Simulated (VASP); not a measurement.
Here is a VASP 6.6.1 calculation.

File INCAR:

```
SYSTEM = Mg8HO8
PREC     = Accurate       ! precision mode
ENCUT    = 520            ! plane-wave cutoff, eV
EDIFF    = 1E-6           ! SCF threshold, eV
ISMEAR   = 0              ! smearing method
SIGMA    = 0.02           ! smearing width, eV
LREAL    = Auto         
LASPH    = .True.         ! aspherical terms in the spheres
NELM     = 100            ! most SCF steps
ALGO     = Normal         ! electronic algorithm
ISIF     = 2              ! what is computed and relaxed
LWAVE    = .False.        ! write WAVECAR
LCHARG   = .False.        ! write CHGCAR
GGA      = PE             ! functional
NBANDS   = 46             ! bands
NELECT   = 64.0
```

KPOINTS

```
Automatic mesh
0
Gamma
  3 3 3
  0 0 0
```

POSCAR

```
Mg8HO8
1.0
    0.0000000000      3.8970000000      3.8970000000
    3.8970000000      0.0000000000      3.8970000000
    3.8970000000      3.8970000000      0.0000000000
Mg O H
8 8 1
Direct
   -0.0073013857      0.0070304080     -0.0011700026
   -0.0037586605      0.0105097511      0.5004260970
   -0.0037609700      0.5086298435      0.0023093405
    0.0005721067      0.5089695920      0.5007691814
    0.5007499358      0.0089565050      0.0007584039
    0.4917933025     -0.0246465230      0.5266131640
    0.4917977932      0.5348124198     -0.0328498845
    0.4878806774      0.5152134976      0.5070107775
    0.2606697460      0.2599958943      0.2517931742
    0.2473228124      0.2540561971      0.7540892995
    0.2473262766      0.7622880421      0.2458541186
    0.2328144727      0.7600479856      0.7518457788
    0.7274765204      0.2617002823      0.2534888376
    0.7465635104      0.2630164229      0.7459699769
    0.7465604311      0.7541711573      0.2548178086
    0.7516333077      0.7586317680      0.7504326405
    0.5141887349      0.3003280729      0.2921037978
```

Potentials or basis: VASP PAW PBE potentials, release 64 (Mg, O, H).

Launch:

```bash
$ cat potpaw_PBE.64/Mg/POTCAR potpaw_PBE.64/O/POTCAR potpaw_PBE.64/H/POTCAR > POTCAR
$ mpirun -np 1 vasp_std > vasp.out
```

Predict the largest force.

0.410 eV/Å.

Forces on the atoms (eV/Å):
```
Mg  -0.041 -0.002 -0.003
Mg  -0.004  0.008 -0.025
Mg  -0.004 -0.021  0.005
Mg  -0.012 -0.022 -0.021
Mg  -0.007 -0.015 -0.015
Mg  -0.039 -0.042 -0.061
Mg  -0.038 -0.066 -0.044
Mg   0.046  0.015  0.014
O   -0.013 -0.039 -0.039
O   -0.015 -0.016 -0.006
O   -0.014 -0.009 -0.015
O    0.002 -0.043 -0.044
O   -0.053  0.071  0.069
O   -0.013 -0.011 -0.015
O   -0.010 -0.016 -0.009
O   -0.007 -0.035 -0.034
H    0.224  0.244  0.242
```

Caveat: the k points lie up to 0.47 Å⁻¹ apart; the cell carries a net charge on a neutralising background, which shifts energy and pressure.
